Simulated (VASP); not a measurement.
# La2NbO5 (I4mm) in VASP: further runs

La2NbO5 is run at these levels: PBE; tasks: single point, relaxation of cell and atoms.

All numbers are computed with VASP 6.6.1; they aren't measurements. Logs are shortened: lines on timing, memory, paths and dates and some standing lists are left out, and cuts for length are marked.

## (1) The cell of the first run

It takes space group I4mm (No. 107, tetragonal). The conventional cell has a = 3.985 Å, b = 3.985 Å, c = 15.917 Å, α = 90.00°, β = 90.00°, γ = 90.00°. La (site symmetry 4mm) has 8 O at 2.41 to 2.70 Å within 3.2 Å. La (site symmetry 4mm) has 8 O at 2.32 to 3.10 Å within 3.2 Å. Within 2.4 Å of Nb (site symmetry 4mm) lie 5 O at 1.84 to 2.05 Å. Within 2.4 Å of O (site symmetry 4mm) lie 1 Nb at 1.84 Å. O (site symmetry 2mm) has 2 Nb at 2.05 Å and 2 La at 2.70 Å within 2.7 Å. Within 3.2 Å of O (site symmetry 2mm) lie 4 La at 2.32 to 2.41 Å and 7 O at 2.82 to 3.19 Å.

## (2) Single point, PBE

File INCAR:

```
ALGO = Normal
EDIFF = 1E-7
ENCUT = 520
GGA = PE
ISIF = 2
ISMEAR = 0
LASPH = T
LCHARG = T
LELF = T
LREAL = F
LVHAR = T
LWAVE = F
NBANDS = 42
NELM = 60
PREC = Accurate
SIGMA = 0.15
```

File KPOINTS:

```
k-points
0
Gamma
  4 4 4
```

File POSCAR:

```
La2NbO5
1.0
   -1.9923632249      1.9923632249      7.9584858171
    1.9923632249     -1.9923632249      7.9584858171
    1.9923632249      1.9923632249     -7.9584858171
La Nb O
2 1 5
Direct
    0.3503662083      0.3503662083      0.0000000000
    0.6905177697      0.6905177697      0.0000000000
   -0.0061141322     -0.0061141322      0.0000000000
    0.1092964481      0.1092964481      0.0000000000
    0.4647625277      0.9647625277      0.5000000000
    0.9647625277      0.4647625277      0.5000000000
    0.2657043253      0.7657043253      0.5000000000
    0.7657043253      0.2657043253      0.5000000000
```

Potentials or basis: VASP PAW PBE potentials, release 64 (La, Nb_sv, O).

The run is started by

```sh
cat potpaw_PBE.64/La/POTCAR potpaw_PBE.64/Nb_sv/POTCAR potpaw_PBE.64/O/POTCAR > POTCAR
mpirun -np 1 vasp_std > vasp.out
```

OUTCAR:

```text
EDIFF = 1E-7
   ENCUT = 520
   GGA = PE
   ISIF = 2
   ISMEAR = 0
   LASPH = T
   LREAL = F
   NELM = 60
   PREC = Accurate

 ion  position               nearest neighbor table
   1  0.350  0.350  0.000-   7 2.41   8 2.41   7 2.41   8 2.41   5 2.70   6 2.70   6 2.70   5 2.70

   2  0.691  0.691  0.000-   7 2.32   8 2.32   7 2.32   8 2.32
   3  0.994  0.994  0.000-   4 1.84   5 2.05   6 2.05   6 2.05   5 2.05
   4  0.109  0.109  0.000-   3 1.84
   5  0.465  0.965  0.500-   3 2.05   3 2.05   1 2.70   1 2.70
   6  0.965  0.465  0.500-   3 2.05   3 2.05   1 2.70   1 2.70
   7  0.266  0.766  0.500-   2 2.32   2 2.32   1 2.41   1 2.41
   8  0.766  0.266  0.500-   2 2.32   2 2.32   1 2.41   1 2.41

  LATTYP: Found a body centered tetragonal cell.
 ALAT       =     3.9847264498
 C/A-ratio  =     3.9944954402

  Lattice vectors:

 A1 = (  -1.9923632249,   1.9923632249,   7.9584858171)
 A2 = (   1.9923632249,  -1.9923632249,   7.9584858171)
 A3 = (   1.9923632249,   1.9923632249,  -7.9584858171)

Analysis of symmetry for initial positions (statically):
=====================================================================
 Subroutine PRICEL returns:
 Original cell was already a primitive cell.

 Routine SETGRP: Setting up the symmetry group for a
 body centered tetragonal supercell.

 Subroutine GETGRP returns: Found  8 space group operations
 (whereof  8 operations were pure point group operations)
 out of a pool of 16 trial point group operations.

The static configuration has the point symmetry C_4v.

Analysis of symmetry for dynamics (positions and initial velocities):
=====================================================================
 Subroutine PRICEL returns:
 Original cell was already a primitive cell.

 Routine SETGRP: Setting up the symmetry group for a
 body centered tetragonal supercell.

 Subroutine GETGRP returns: Found  8 space group operations
 (whereof  8 operations were pure point group operations)
 out of a pool of 16 trial point group operations.

The dynamic configuration has the point symmetry C_4v.

 Subroutine INISYM returns: Found  8 space group operations
 (whereof  8 operations are pure point group operations),
 and found     1 'primitive' translations

----------------------------------------------------------------------------------------

                                     Primitive cell

  volume of cell :     126.3652

  direct lattice vectors                    reciprocal lattice vectors
    -1.992363225  1.992363225  7.958485817     0.000000000  0.250958256  0.062826021
     1.992363225 -1.992363225  7.958485817     0.250958256  0.000000000  0.062826021
     1.992363225  1.992363225 -7.958485817     0.250958256  0.250958256  0.000000000

  length of vectors
     8.442542208  8.442542208  8.442542208     0.258702832  0.258702832  0.354908569

  position of ions in fractional coordinates (direct lattice)
     0.350366208  0.350366208  0.000000000
     0.690517770  0.690517770  0.000000000
     0.993885868  0.993885868  0.000000000
     0.109296448  0.109296448  0.000000000
     0.464762528  0.964762528  0.500000000
     0.964762528  0.464762528  0.500000000
     0.265704325  0.765704325  0.500000000
     0.765704325  0.265704325  0.500000000

  ion indices of the primitive-cell ions
   primitive index   ion index
                 1           1
                 2           2
                 3           3
                 4           4
                 5           5
                 6           6
                 7           7
                 8           8

----------------------------------------------------------------------------------------

 KPOINTS: k-points

Automatic generation of k-mesh.
 Grid dimensions read from file:
 generate k-points for:    4    4    4

 Generating k-lattice:

  Cartesian coordinates                     Fractional coordinates (reciprocal lattice)
     0.000000000  0.062739564  0.015706505     0.250000000  0.000000000  0.000000000
     0.062739564  0.000000000  0.015706505     0.000000000  0.250000000  0.000000000
     0.062739564  0.062739564  0.000000000     0.000000000  0.000000000  0.250000000

  Length of vectors
     0.064675708  0.064675708  0.088727142

  Shift w.r.t. Gamma in fractional coordinates (k-lattice)
     0.000000000  0.000000000  0.000000000

 Subroutine IBZKPT returns following result:
 ===========================================

 Found     13 irreducible k-points:

 Following reciprocal coordinates:
            Coordinates               Weight
  0.000000  0.000000  0.000000      1.000000
  0.250000  0.000000  0.000000      8.000000
  0.500000  0.000000  0.000000      4.000000
  0.250000  0.250000  0.000000      8.000000
  0.500000  0.250000 -0.000000     16.000000
 -0.250000  0.250000  0.000000      4.000000
  0.500000  0.500000  0.000000      2.000000
  0.250000  0.250000  0.250000      2.000000
 -0.250000  0.250000  0.250000      4.000000
  0.500000  0.500000  0.250000      4.000000
 -0.250000  0.500000  0.250000      8.000000
 -0.250000 -0.250000  0.250000      2.000000
  0.500000  0.500000  0.500000      1.000000
   k-points           NKPTS =     13   k-points in BZ     NKDIM =     13   number of bands    NBANDS=     42
   number of dos      NEDOS =    301   number of ions     NIONS =      8
   total plane-waves  NPLWV = 262144
   dimension x,y,z NGX =    64 NGY =   64 NGZ =   64
   dimension x,y,z NGXF=   128 NGYF=  128 NGZF=  128
   ions per type =               2   1   5
   NGX,Y,Z   is equivalent  to a cutoff of  12.60, 12.60, 12.60 a.u.
   NGXF,Y,Z  is equivalent  to a cutoff of  25.21, 25.21, 25.21 a.u.
 SYSTEM =  unknown system
   PREC   = accura    normal or accurate (medium, high low for compatibility)
   ISTART =      0    job   : 0-new  1-cont  2-samecut
   ICHARG =      2    charge: 1-file 2-atom 10-const
   ISPIN  =      1    spin polarized calculation?
   LNONCOLLINEAR =      F non collinear calculations
   LSORBIT =      F    spin-orbit coupling
   LASPH  =      T    aspherical Exc in radial PAW
   ENCUT  =  520.0 eV  38.22 Ry    6.18 a.u.  15.70 15.70 15.70*2*pi/ulx,y,z
   NELM   =     60;   NELMIN=  2; NELMDL= -5     # of ELM steps
   EDIFF  = 0.1E-06   stopping-criterion for ELM
   LREAL  =      F    real-space projection
   EDIFFG = 0.1E-05   stopping-criterion for IOM
   NSW    =      0    number of steps for IOM
   IBRION =     -1    ionic relax: 0-MD 1-quasi-New 2-CG
   NFREE  =      0    steps in history (QN), initial steepest desc. (CG)
   ISIF   =      2    stress and relaxation
   ISYM   =      2    0-nonsym 1-usesym 2-fastsym
   POTIM  = 0.5000    time-step for ionic-motion
   TEBEG  =    0.0;   TEEND  =   0.0 temperature during run
   PSTRESS=    0.0 pullay stress
   NELECT =      65.0000    total number of electrons
   NUPDOWN=      -1.0000    fix difference up-down
   EMIN   =  10.00;   EMAX   =-10.00  energy-range for DOS
   EFERMI =   0.00;   METHOD = LEGACY
   ISMEAR =     0;   SIGMA  =   0.15  broadening in eV -4-tet -1-fermi 0-gaus
   EFERMI_NEDOS =   21; number of points for ismear=-14 and -15
   IALGO  =     38    algorithm
   IMIX   =      4    mixing-type and parameters
     AMIX     =   0.40;   BMIX     =  1.00
     AMIX_MAG =   1.60;   BMIX_MAG =  1.00
  volume/ion in A,a.u.               =      15.80       106.59
  Fermi-wavevector in a.u.,A,eV,Ry     =   1.311707  2.478767 23.409843  1.720575
  Thomas-Fermi vector in A             =   2.442150
   LORBIT       =      0    0 simple, 1 ext, 2 COOP (PROOUT), +10 PAW based schemes
   GGA     = PE    functional components
   LHFCALC =     F    Hartree Fock is set to
   AEXX    =    0.0000 exact exchange contribution
   IVDW    =     0    specifies the selected vdW correction
   LEPSILON=     F    determine dielectric tensor
   LRPA    =     F    only Hartree local field effects (RPA)
 non-spin polarized calculation
 Gauss-broadening in eV      SIGMA  =   0.15
  energy-cutoff  :      520.00
  volume of cell :      126.37
 maximum number of plane-waves:      3430
 NGX is ok and might be reduce to    64
   NGX = 31   NGY = 31   NGZ = 31

 number of electron      64.9999992 magnetization

 Free energy of the ion-electron system (eV)
  ---------------------------------------------------
  ext. energy  EPLUGINS =         0.00000000
  ---------------------------------------------------
  free energy    TOTEN  =       -69.46479677 eV

  energy without entropy =      -69.40891475  energy(sigma->0) =      -69.43685576

 E-fermi :   8.3844     XC(G=0): -10.2916

 val. band max:        8.3499891226   @ k =   0.2500   0.0000   0.0000
 cond. band min:       8.4446260203   @ k =   0.5000   0.5000   0.2500
 fundamental gap:      0.0946368976
 Fermi energy:         8.3843880294

 k-point     1 :       0.0000    0.0000    0.0000
  band No.  band energies     occupation
      1     -48.9304      2.00000
      2     -25.4056      2.00000
      3     -24.9539      2.00000
      4     -24.9539      2.00000
      5     -24.7371      2.00000
      6     -24.2011      2.00000
[... 34 lines left out ...]
     41      10.3452      0.00000
     42      10.3570      0.00000

 k-point     2 :       0.2500    0.0000    0.0000
  band No.  band energies     occupation
      1     -48.9291      2.00000
      2     -25.4001      2.00000
      3     -25.0267      2.00000
      4     -24.9516      2.00000
      5     -24.6965      2.00000
      6     -24.1816      2.00000
[... 34 lines left out ...]
     41      10.3546      0.00000
     42      10.4909      0.00000

 k-point     3 :       0.5000    0.0000    0.0000
  band No.  band energies     occupation
      1     -48.9278      2.00000
      2     -25.3938      2.00000
      3     -25.0975      2.00000
      4     -24.9493      2.00000
      5     -24.6557      2.00000
      6     -24.1627      2.00000
[... 402 lines left out ...]
      4     -24.9539      2.00000
      5     -24.7360      2.00000
      6     -24.2018      2.00000
[... 34 lines left out ...]
     41      10.3387      0.00000
     42      10.3398      0.00000

 k-point    13 :       0.5000    0.5000    0.5000
  band No.  band energies     occupation
      1     -48.9304      2.00000
      2     -25.4063      2.00000
      3     -24.9539      2.00000
      4     -24.9539      2.00000
      5     -24.7349      2.00000
      6     -24.2025      2.00000
[... 34 lines left out ...]
     41      10.3352      0.00000
     42      10.3352      0.00000

------------------------ aborting loop because EDIFF is reached ----------------------------------------

  FORCE on cell =-STRESS in cart. coord.  units (eV):
  Direction    XX          YY          ZZ          XY          YZ          ZX
  --------------------------------------------------------------------------------------
  -------------------------------------------------------------------------------------
  Total       -0.1455230     -0.1455230     -0.0475512      0.0000000      0.0000000      0.0000000
  in kB       -1.8450782     -1.8450782     -0.6028990      0.0000000      0.0000000      0.0000000
  external PRESSURE =      -1.4310185 kB  Pullay stress =       0.0000000 kB

 VOLUME and BASIS-vectors are now :
 -----------------------------------------------------------------------------
  energy-cutoff  :      520.00
  volume of cell :      126.37
      direct lattice vectors                 reciprocal lattice vectors
    -1.992363225  1.992363225  7.958485817     0.000000000  0.250958256  0.062826021
     1.992363225 -1.992363225  7.958485817     0.250958256  0.000000000  0.062826021
     1.992363225  1.992363225 -7.958485817     0.250958256  0.250958256  0.000000000

 POSITION                                       TOTAL-FORCE (eV/Angst)
 -----------------------------------------------------------------------------------
      0.00000      0.00000      5.57677        -0.000000     -0.000000      0.002331
      0.00000      0.00000     10.99095        -0.000000     -0.000000      0.004200
      0.00000      0.00000     15.81965        -0.000000     -0.000000     -0.042244
      0.00000      0.00000      1.73967         0.000000      0.000000      0.045401
      1.99236      0.00000      7.39761         0.000000      0.000000     -0.005307
      0.00000      1.99236      7.39761        -0.000000     -0.000000     -0.005307
      1.99236      0.00000      4.22921        -0.000000     -0.000000      0.000462
      0.00000      1.99236      4.22921        -0.000000     -0.000000      0.000462
 -----------------------------------------------------------------------------------
    total drift:                                0.000000      0.000000     -0.000117

  FREE ENERGIE OF THE ION-ELECTRON SYSTEM (eV)
  ---------------------------------------------------
  free  energy   TOTEN  =       -69.4647967661 eV

  energy  without entropy=      -69.4089147460  energy(sigma->0) =      -69.43685576
```

It took 3.9 min on 1 thread of Intel Xeon 6975P-C (Granite Rapids), shared host; peak memory 0.6 GiB.

Results:

```
Free energy            : -69.4648 eV
Pressure               : -0.1 GPa
Largest force          : 0.045 eV/Å
Band gap on the k mesh : zero (an odd number of electrons rules out a gap without spin polarisation)
```

Forces on the atoms (eV/Å):
```
La   0.000  0.000  0.002
La   0.000  0.000  0.004
Nb   0.000  0.000 -0.042
O    0.000  0.000  0.045
O    0.000  0.000 -0.005
O    0.000  0.000 -0.005
O    0.000  0.000  0.000
O    0.000  0.000  0.000
```

Stress tensor (GPa, compression positive):
```
-0.18  0.00  0.00
 0.00 -0.18  0.00
 0.00  0.00 -0.06
```

Caveat: the k points lie up to 0.41 Å⁻¹ apart, too coarse for converged energies and pressures of a metal; spin-orbit coupling is left out, which moves the levels of the heavy elements; an odd number of electrons without spin polarisation forces a metal; a magnetic or distorted state may lie lower.

[end of part 1 of 2]

The gap in the log of VASP goes by the Fermi energy; the results here count the filled bands.